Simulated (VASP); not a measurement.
**GaP (scanv): single point with r2SCAN+rVV10**

Crystal: GaP (scanv).

```
CELL_PARAMETERS angstrom
0.00000 2.71829 2.71829
2.71829 0.00000 2.71829
2.71829 2.71829 0.00000
ATOMIC_POSITIONS crystal
Ga 0.00000 0.00000 0.00000
P 0.75000 0.75000 0.75000
```

| Quantity | Value |
| --- | --- |
| Program | VASP 6.6.1 |
| Task | single point |
| Functional | r2SCAN |
| Dispersion | rVV10 |
| Potentials or basis | VASP PAW PBE potentials, release 64 (Ga_d, P) |
| Cutoff | 550 eV |
| k mesh | 8 × 8 × 8 |
| Occupations | gaussian, width 0.02 eV |
| Spin | no spin polarisation |

```yaml
Pressure: -0.1 GPa
Band_gap_on_the_k_mesh: 1.84 eV, indirect (least direct gap 2.39 eV)
```

Levels at points of the mesh, in eV from the valence-band top:
```tsv
k point	band 6	band 7	band 8	band 9	band 10	band 11	band 12	band 13
(0.00, 0.00, 0.00)	-13.09	0.00	0.00	0.00	2.39	4.18	4.18	4.18
(0.50, 0.00, 0.00)	-10.90	-6.91	-1.18	-1.18	2.04	5.03	5.03	8.76
(0.50, 0.50, 0.00)	-9.95	-7.00	-2.84	-2.84	1.84	2.06	11.41	11.41
```

Wall time 58 s on 1 thread of Intel(R) Xeon(R) 6975P-C (Granite Rapids), with other jobs on the host, peak memory 0.29 GiB.

Caveat: the PAW data sets were made with another functional, which shifts forces and pressure a little. A k mesh can miss the band edges.
